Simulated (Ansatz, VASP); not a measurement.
# SiC: VASP beside Ansatz

```
Si C
1.0
     3.09192    0.00000    0.00000
    -1.54596    2.67768    0.00000
     0.00000    0.00000    5.07428
Si C
2 2
Direct
  0.33333 0.66667 0.00008
  0.66667 0.33333 0.50008
  0.33333 0.66667 0.37592
  0.66667 0.33333 0.87592
```

Alike in both runs: functional PBE; k mesh 12 × 12 × 7; occupations fermi-dirac, width 0.02 eV; no spin polarisation.

Ansatz relaxed the structure, and its values are those at the end. VASP's run is a single point on that final structure, the one shown.

|  | VASP | Ansatz |
| --- | --- | --- |
| version | VASP 6.6.1 | Ansatz 0.2.0 |
| potentials or method | VASP PAW PBE potentials, release 64 (Si, C) | PAW with Ansatz's default frozen-core files, scalar-relativistic |
| plane-wave cutoff (eV) | 520 | 420 |
| valence electrons in the cell | 16 | 16 |

```csv
,VASP,Ansatz,Ansatz less VASP
pressure (GPa),0.0,0.0,+0.05
```

With one functional, cell and mesh, what is left measures potentials, basis and numerics.
